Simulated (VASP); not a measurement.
# NaW (P4/mmm) in VASP: a series of runs

Runs on NaW. Level: PBE. Tasks: single point.

Program: VASP 6.6.1. These are calculated values, not measurements. Logs are shortened: lines on timing, memory, paths and dates and some standing lists are left out, and cuts for length are marked.

### Step 1. The cell of the first run

Symmetry: P4/mmm, No. 123, tetragonal system. The conventional cell has a = 2.898 Å, b = 2.898 Å, c = 4.197 Å, α = 90.00°, β = 90.00°, γ = 90.00°. Na (site symmetry 4/mmm) has 4 Na at 2.90 Å and 8 W at 2.93 Å within 3.8 Å. Within 3.8 Å of W (site symmetry 4/mmm) lie 4 W at 2.90 Å and 8 Na at 2.93 Å.

The cell was built from a structure type or drawn by symmetry, and may not be a known phase.

### Step 2. Single point, PBE

Contents of INCAR:

```
  PREC = Accurate
  ENCUT = 520
  EDIFF = 1E-7
  ISMEAR = 0
  SIGMA = 0.1
  LREAL = F
  LASPH = T
  NELM = 100
  ALGO = Normal
  ISIF = 2
  LWAVE = F
  LCHARG = F
  GGA = PE
  NBANDS = 18
```

Contents of KPOINTS:

```
regular mesh
0
Gamma
  6 6 4
```

Contents of POSCAR:

```
NaW
1.0
    2.8979623500      0.0000000000      0.0000000000
    0.0000000000      2.8979623500      0.0000000000
    0.0000000000      0.0000000000      4.1969978500
Na W
1 1
Direct
    0.5000000000      0.5000000000      0.5000000000
    0.0000000000      0.0000000000      0.0000000000
```

Potentials or basis: VASP PAW PBE potentials, release 64 (Na_pv, W_sv).

Command:

```
$ cat potpaw_PBE.64/Na_pv/POTCAR potpaw_PBE.64/W_sv/POTCAR > POTCAR
$ mpirun -np 1 vasp_std > vasp.out
```

OUTCAR:

```text
PREC = Accurate
   ENCUT = 520
   EDIFF = 1E-7
   ISMEAR = 0
   LREAL = F
   LASPH = T
   NELM = 100
   ISIF = 2
   GGA = PE

 ion  position               nearest neighbor table
   1  0.500  0.500  0.500-   2 2.93   2 2.93   2 2.93   2 2.93   2 2.93   2 2.93   2 2.93   2 2.93

   2  0.000  0.000  0.000-   1 2.93   1 2.93   1 2.93   1 2.93   1 2.93   1 2.93   1 2.93   1 2.93

  LATTYP: Found a simple tetragonal cell.
 ALAT       =     2.8979623500
 C/A-ratio  =     1.4482582391

  Lattice vectors:

 A1 = (   2.8979623500,   0.0000000000,   0.0000000000)
 A2 = (   0.0000000000,   2.8979623500,   0.0000000000)
 A3 = (   0.0000000000,   0.0000000000,   4.1969978500)

Analysis of symmetry for initial positions (statically):
=====================================================================
 Subroutine PRICEL returns:
 Original cell was already a primitive cell.

 Routine SETGRP: Setting up the symmetry group for a
 simple tetragonal supercell.

 Subroutine GETGRP returns: Found 16 space group operations
 (whereof 16 operations were pure point group operations)
 out of a pool of 16 trial point group operations.

The static configuration has the point symmetry D_4h.

Analysis of symmetry for dynamics (positions and initial velocities):
=====================================================================
 Subroutine PRICEL returns:
 Original cell was already a primitive cell.

 Routine SETGRP: Setting up the symmetry group for a
 simple tetragonal supercell.

 Subroutine GETGRP returns: Found 16 space group operations
 (whereof 16 operations were pure point group operations)
 out of a pool of 16 trial point group operations.

The dynamic configuration has the point symmetry D_4h.

 Subroutine INISYM returns: Found 16 space group operations
 (whereof 16 operations are pure point group operations),
 and found     1 'primitive' translations

----------------------------------------------------------------------------------------

                                     Primitive cell

  volume of cell :      35.2472

  direct lattice vectors                    reciprocal lattice vectors
     2.897962350  0.000000000  0.000000000     0.345070046  0.000000000  0.000000000
     0.000000000  2.897962350  0.000000000     0.000000000  0.345070046  0.000000000
     0.000000000  0.000000000  4.196997850     0.000000000  0.000000000  0.238265550

  length of vectors
     2.897962350  2.897962350  4.196997850     0.345070046  0.345070046  0.238265550

  position of ions in fractional coordinates (direct lattice)
     0.500000000  0.500000000  0.500000000
     0.000000000  0.000000000  0.000000000

  ion indices of the primitive-cell ions
   primitive index   ion index
                 1           1
                 2           2

----------------------------------------------------------------------------------------

 KPOINTS: regular mesh

Automatic generation of k-mesh.
 Grid dimensions read from file:
 generate k-points for:    6    6    4

 Generating k-lattice:

  Cartesian coordinates                     Fractional coordinates (reciprocal lattice)
     0.057511674  0.000000000  0.000000000     0.166666667  0.000000000  0.000000000
     0.000000000  0.057511674  0.000000000     0.000000000  0.166666667  0.000000000
     0.000000000  0.000000000  0.059566387     0.000000000  0.000000000  0.250000000

  Length of vectors
     0.057511674  0.057511674  0.059566387

  Shift w.r.t. Gamma in fractional coordinates (k-lattice)
     0.000000000  0.000000000  0.000000000

 Subroutine IBZKPT returns following result:
 ===========================================

 Found     30 irreducible k-points:

 Following reciprocal coordinates:
            Coordinates               Weight
  0.000000  0.000000  0.000000      1.000000
  0.166667  0.000000  0.000000      4.000000
  0.333333  0.000000  0.000000      4.000000
  0.500000  0.000000  0.000000      2.000000
  0.166667  0.166667  0.000000      4.000000
  0.333333  0.166667  0.000000      8.000000
[... 16 lines left out ...]
  0.333333  0.000000  0.500000      4.000000
  0.500000  0.000000  0.500000      2.000000
 [... further k-points ...]
   k-points           NKPTS =     30   k-points in BZ     NKDIM =     30   number of bands    NBANDS=     18
   number of dos      NEDOS =    301   number of ions     NIONS =      2
   total plane-waves  NPLWV =  18432
   dimension x,y,z NGX =    24 NGY =   24 NGZ =   32
   dimension x,y,z NGXF=    48 NGYF=   48 NGZF=   64
   ions per type =               1   1
   NGX,Y,Z   is equivalent  to a cutoff of  13.77, 13.77, 12.68 a.u.
   NGXF,Y,Z  is equivalent  to a cutoff of  27.54, 27.54, 25.35 a.u.
 SYSTEM =  unknown system
   PREC   = accura    normal or accurate (medium, high low for compatibility)
   ISTART =      0    job   : 0-new  1-cont  2-samecut
   ICHARG =      2    charge: 1-file 2-atom 10-const
   ISPIN  =      1    spin polarized calculation?
   LNONCOLLINEAR =      F non collinear calculations
   LSORBIT =      F    spin-orbit coupling
   LASPH  =      T    aspherical Exc in radial PAW
   ENCUT  =  520.0 eV  38.22 Ry    6.18 a.u.   5.39  5.39  7.80*2*pi/ulx,y,z
   NELM   =    100;   NELMIN=  2; NELMDL= -5     # of ELM steps
   EDIFF  = 0.1E-06   stopping-criterion for ELM
   LREAL  =      F    real-space projection
   EDIFFG = 0.1E-05   stopping-criterion for IOM
   NSW    =      0    number of steps for IOM
   IBRION =     -1    ionic relax: 0-MD 1-quasi-New 2-CG
   NFREE  =      0    steps in history (QN), initial steepest desc. (CG)
   ISIF   =      2    stress and relaxation
   ISYM   =      2    0-nonsym 1-usesym 2-fastsym
   POTIM  = 0.5000    time-step for ionic-motion
   TEBEG  =    0.0;   TEEND  =   0.0 temperature during run
   PSTRESS=    0.0 pullay stress
   NELECT =      21.0000    total number of electrons
   NUPDOWN=      -1.0000    fix difference up-down
   EMIN   =  10.00;   EMAX   =-10.00  energy-range for DOS
   EFERMI =   0.00;   METHOD = LEGACY
   ISMEAR =     0;   SIGMA  =   0.10  broadening in eV -4-tet -1-fermi 0-gaus
   EFERMI_NEDOS =   21; number of points for ismear=-14 and -15
   IALGO  =     38    algorithm
   IMIX   =      4    mixing-type and parameters
     AMIX     =   0.40;   BMIX     =  1.00
     AMIX_MAG =   1.60;   BMIX_MAG =  1.00
  volume/ion in A,a.u.               =      17.62       118.93
  Fermi-wavevector in a.u.,A,eV,Ry     =   1.377547  2.603187 25.818913  1.897637
  Thomas-Fermi vector in A             =   2.502691
   LORBIT       =      0    0 simple, 1 ext, 2 COOP (PROOUT), +10 PAW based schemes
   GGA     = PE    functional components
   LHFCALC =     F    Hartree Fock is set to
   AEXX    =    0.0000 exact exchange contribution
   IVDW    =     0    specifies the selected vdW correction
   LEPSILON=     F    determine dielectric tensor
   LRPA    =     F    only Hartree local field effects (RPA)
 non-spin polarized calculation
 Gauss-broadening in eV      SIGMA  =   0.10
  energy-cutoff  :      520.00
  volume of cell :       35.25
 maximum number of plane-waves:       963
 NGX is ok and might be reduce to    24
   NGX = 11   NGY = 11   NGZ = 15

 number of electron      21.0000005 magnetization

 Free energy of the ion-electron system (eV)
  ---------------------------------------------------
  ext. energy  EPLUGINS =         0.00000000
  ---------------------------------------------------
  free energy    TOTEN  =       -10.88326014 eV

  energy without entropy =      -10.88081961  energy(sigma->0) =      -10.88203988

 E-fermi :   5.7177     XC(G=0): -11.0583

 val. band max:        5.6456346286   @ k =   0.5000   0.3333   0.2500
 cond. band min:       5.8512636909   @ k =   0.0000   0.0000   0.5000
 fundamental gap:      0.2056290623
 Fermi energy:         5.7177232583

 k-point     1 :       0.0000    0.0000    0.0000
  band No.  band energies     occupation
      1     -68.0682      2.00000
      2     -32.3406      2.00000
      3     -31.9449      2.00000
      4     -31.9449      2.00000
      5     -17.1758      2.00000
      6     -17.0816      2.00000
[... 10 lines left out ...]
     17      18.3005      0.00000
     18      19.0364      0.00000

 k-point     2 :       0.1667    0.0000    0.0000
  band No.  band energies     occupation
      1     -68.0612      2.00000
      2     -32.3267      2.00000
      3     -32.0764      2.00000
      4     -31.9338      2.00000
      5     -17.1713      2.00000
      6     -17.1443      2.00000
[... 10 lines left out ...]
     17      19.2145      0.00000
     18      19.5428      0.00000

 k-point     3 :       0.3333    0.0000    0.0000
  band No.  band energies     occupation
      1     -68.0471      2.00000
      2     -32.3323      2.00000
      3     -32.2989      2.00000
      4     -31.9117      2.00000
      5     -17.2674      2.00000
      6     -17.1623      2.00000
[... 10 lines left out ...]
     17      18.5463      0.00000
     18      20.6005      0.00000

 k-point     4 :       0.5000    0.0000    0.0000
  band No.  band energies     occupation
      1     -68.0400      2.00000
      2     -32.4569      2.00000
      3     -32.2849      2.00000
      4     -31.9006      2.00000
      5     -17.3279      2.00000
      6     -17.1579      2.00000
[... 375 lines left out ...]
      4     -31.9334      2.00000
      5     -17.1917      2.00000
      6     -17.1421      2.00000
[... 10 lines left out ...]
     17      17.5457      0.00000
     18      20.8432      0.00000

 k-point    23 :       0.3333    0.0000    0.5000
  band No.  band energies     occupation
      1     -68.0470      2.00000
      2     -32.3329      2.00000
      3     -32.3065      2.00000
      4     -31.9114      2.00000
      5     -17.2571      2.00000
      6     -17.1659      2.00000
[... 10 lines left out ...]
     17      19.0860      0.00000
     18      21.3997      0.00000

 k-point    24 :       0.5000    0.0000    0.5000
  band No.  band energies     occupation
      1     -68.0399      2.00000
      2     -32.4578      2.00000
      3     -32.2932      2.00000
      4     -31.9003      2.00000
      5     -17.3138      2.00000
      6     -17.1532      2.00000
[... 10 lines left out ...]
     17      20.2863      0.00000
     18      20.7893      0.00000

 [... further k-points ...]

------------------------ aborting loop because EDIFF is reached ----------------------------------------

  FORCE on cell =-STRESS in cart. coord.  units (eV):
  Direction    XX          YY          ZZ          XY          YZ          ZX
  --------------------------------------------------------------------------------------
  -------------------------------------------------------------------------------------
  Total       -1.6002518     -1.6002518      4.4084075      0.0000000      0.0000000     -0.0000000
  in kB      -72.7402329    -72.7402329    200.3863304      0.0000000      0.0000000     -0.0000000
  external PRESSURE =      18.3019549 kB  Pullay stress =       0.0000000 kB

 VOLUME and BASIS-vectors are now :
 -----------------------------------------------------------------------------
  energy-cutoff  :      520.00
  volume of cell :       35.25
      direct lattice vectors                 reciprocal lattice vectors
     2.897962350  0.000000000  0.000000000     0.345070046  0.000000000  0.000000000
     0.000000000  2.897962350  0.000000000     0.000000000  0.345070046  0.000000000
     0.000000000  0.000000000  4.196997850     0.000000000  0.000000000  0.238265550

 POSITION                                       TOTAL-FORCE (eV/Angst)
 -----------------------------------------------------------------------------------
      1.44898      1.44898      2.09850         0.000000      0.000000      0.000000
      0.00000      0.00000      0.00000         0.000000      0.000000      0.000000
 -----------------------------------------------------------------------------------
    total drift:                                0.000000      0.000000     -0.000000

  FREE ENERGIE OF THE ION-ELECTRON SYSTEM (eV)
  ---------------------------------------------------
  free  energy   TOTEN  =       -10.8832601413 eV

  energy  without entropy=      -10.8808196119  energy(sigma->0) =      -10.88203988
```

Wall time 12 s (1 thread of Intel Xeon 8259CL, shared host); peak memory 0.16 GiB.

What came out:

```yaml
Free_energy: -10.8833 eV
Pressure: 1.8 GPa
Band_gap_on_the_k_mesh: zero (an odd number of electrons rules out a gap without spin polarisation)
```

Caveat: the k points lie up to 0.37 Å⁻¹ apart, too coarse for converged energies and pressures of a metal; spin-orbit coupling is left out, which moves the levels of the heavy elements.

### Step 3. Single point, PBE

This run uses another cell than the first one, of 19.14 Å³/atom.

Contents of INCAR:

```
SYSTEM = NaW
  PREC = Accurate
  ENCUT = 520
  EDIFF = 1E-6
  ISMEAR = 0
  SIGMA = 0.1
  LREAL = .False.
  LASPH = .True.
  NELM = 100
  ALGO = Fast
  ISIF = 2
  LWAVE = .False.
  LCHARG = .True.
  GGA = PE
  LELF = .True.
  LVHAR = .True.
  NBANDS = 18
```

Contents of KPOINTS:

```
Automatic mesh
0
Gamma
  20 20 10
  0 0 0
```

Contents of POSCAR:

```
NaW
1.0
    2.6224816945      0.0000000000      0.0000000000
    0.0000000000      2.6224816945      0.0000000000
    0.0000000000      0.0000000000      5.5655817638
Na W
1 1
Direct
    0.5000000000      0.5000000000      0.5000000000
    0.0000000000      0.0000000000      0.0000000000
```

Potentials or basis: VASP PAW PBE potentials, release 64 (Na_pv, W_sv).

Command:

```
$ cat potpaw_PBE.64/Na_pv/POTCAR potpaw_PBE.64/W_sv/POTCAR > POTCAR
$ mpirun -np 1 vasp_std > vasp.out
```

OUTCAR:

```text
SYSTEM = NaW
   PREC = Accurate
   ENCUT = 520
   EDIFF = 1E-6
   ISMEAR = 0
   LREAL = .False.
   LASPH = .True.
   NELM = 100
   ISIF = 2
   GGA = PE

 ion  position               nearest neighbor table
   1  0.500  0.500  0.500-
   2  0.000  0.000  0.000-

  LATTYP: Found a simple tetragonal cell.
 ALAT       =     2.6224816945
 C/A-ratio  =     2.1222576217

  Lattice vectors:

 A1 = (   2.6224816945,   0.0000000000,   0.0000000000)
 A2 = (   0.0000000000,   2.6224816945,   0.0000000000)
 A3 = (   0.0000000000,   0.0000000000,   5.5655817638)

Analysis of symmetry for initial positions (statically):
=====================================================================
 Subroutine PRICEL returns:
 Original cell was already a primitive cell.

 Routine SETGRP: Setting up the symmetry group for a
 simple tetragonal supercell.

 Subroutine GETGRP returns: Found 16 space group operations
 (whereof 16 operations were pure point group operations)
 out of a pool of 16 trial point group operations.

The static configuration has the point symmetry D_4h.

Analysis of symmetry for dynamics (positions and initial velocities):
=====================================================================
 Subroutine PRICEL returns:
 Original cell was already a primitive cell.

 Routine SETGRP: Setting up the symmetry group for a
 simple tetragonal supercell.

 Subroutine GETGRP returns: Found 16 space group operations
 (whereof 16 operations were pure point group operations)
 out of a pool of 16 trial point group operations.

The dynamic configuration has the point symmetry D_4h.

 Subroutine INISYM returns: Found 16 space group operations
 (whereof 16 operations are pure point group operations),
 and found     1 'primitive' translations

----------------------------------------------------------------------------------------
[... 110 lines left out ...]
   IALGO  =     68    algorithm
   IMIX   =      4    mixing-type and parameters
     AMIX     =   0.40;   BMIX     =  1.00
     AMIX_MAG =   1.60;   BMIX_MAG =  1.00
  volume/ion in A,a.u.               =      19.14       129.15
  Fermi-wavevector in a.u.,A,eV,Ry     =   1.340199  2.532610 24.437894  1.796135
  Thomas-Fermi vector in A             =   2.468531
   LORBIT       =      0    0 simple, 1 ext, 2 COOP (PROOUT), +10 PAW based schemes
   GGA     = PE    functional components
   LHFCALC =     F    Hartree Fock is set to
   AEXX    =    0.0000 exact exchange contribution
   IVDW    =     0    specifies the selected vdW correction
   LEPSILON=     F    determine dielectric tensor
   LRPA    =     F    only Hartree local field effects (RPA)
 non-spin polarized calculation
 RMM-DIIS sequential band-by-band and
 Gauss-broadening in eV      SIGMA  =   0.10
  energy-cutoff  :      520.00
  volume of cell :       38.28
 maximum number of plane-waves:      1048
 NGX is ok and might be reduce to    20
   NGX =  9   NGY =  9   NGZ = 21

 number of electron      21.0000006 magnetization

 Free energy of the ion-electron system (eV)
  ---------------------------------------------------
  ext. energy  EPLUGINS =         0.00000000
  ---------------------------------------------------
  free energy    TOTEN  =       -12.01915684 eV

  energy without entropy =      -12.01105064  energy(sigma->0) =      -12.01510374

 E-fermi :   5.2707     XC(G=0): -10.5295

 val. band max:        5.2687036322   @ k =   0.3000   0.1000   0.4000
 cond. band min:       5.2727842249   @ k =   0.2500   0.2500   0.0000
 fundamental gap:      0.0040805927
 Fermi energy:         5.2706873170

 k-point     1 :       0.0000    0.0000    0.0000
  band No.  band energies     occupation
      1     -68.3512      2.00000
      2     -32.5901      2.00000
      3     -31.9043      2.00000
      4     -31.9043      2.00000
      5     -18.8552      2.00000
      6     -18.7993      2.00000
[... 481 lines left out ...]
      5     -18.9574      2.00000
      6     -18.8285      2.00000
[... 10 lines left out ...]
     17      19.0558      0.00000
     18      20.4094      0.00000

 [... further k-points ...]

------------------------ aborting loop because EDIFF is reached ----------------------------------------

  FORCE on cell =-STRESS in cart. coord.  units (eV):
  Direction    XX          YY          ZZ          XY          YZ          ZX
  --------------------------------------------------------------------------------------
  -------------------------------------------------------------------------------------
  Total        0.0795059      0.0795059      0.0022968      0.0000000     -0.0000000     -0.0000000
  in kB        3.3279319      3.3279319      0.0961375      0.0000000     -0.0000000     -0.0000000
  external PRESSURE =       2.2506671 kB  Pullay stress =       0.0000000 kB

 VOLUME and BASIS-vectors are now :
 -----------------------------------------------------------------------------
  energy-cutoff  :      520.00
  volume of cell :       38.28
      direct lattice vectors                 reciprocal lattice vectors
     2.622481694  0.000000000  0.000000000     0.381318200  0.000000000  0.000000000
     0.000000000  2.622481694  0.000000000     0.000000000  0.381318200  0.000000000
     0.000000000  0.000000000  5.565581764     0.000000000  0.000000000  0.179675736

 POSITION                                       TOTAL-FORCE (eV/Angst)
 -----------------------------------------------------------------------------------
      1.31124      1.31124      2.78279         0.000000      0.000000      0.000000
      0.00000      0.00000      0.00000         0.000000      0.000000      0.000000
 -----------------------------------------------------------------------------------
    total drift:                               -0.000000      0.000000      0.000000

  FREE ENERGIE OF THE ION-ELECTRON SYSTEM (eV)
  ---------------------------------------------------
  free  energy   TOTEN  =       -12.0191568359 eV

  energy  without entropy=      -12.0110506369  energy(sigma->0) =      -12.01510374
```

stdout:

```text
POSCAR found type information on POSCAR NaW
 POSCAR found :  2 types and       2 ions
 scaLAPACK will be used
 LDA part: xc-table for (Slater+PW92), standard interpolation
 POSCAR, INCAR and KPOINTS ok, starting setup
 FFT: planning ... GRIDC
 FFT: planning ... GRID_SOFT
 FFT: planning ... GRID
 WAVECAR not read
 entering main loop
```

Run time: 3.6 min. Hardware: 1 thread of Intel Xeon 8259CL, shared host; peak memory 0.35 GiB.

Results:

```
Free energy            : -12.0192 eV
Pressure               : 0.2 GPa
Band gap on the k mesh : zero (an odd number of electrons rules out a gap without spin polarisation)
```

Stress tensor (GPa, compression positive):
```
0.33 0.00 0.00
0.00 0.33 0.00
0.00 0.00 0.01
```

Caveat: spin-orbit coupling is left out, which moves the levels of the heavy elements.
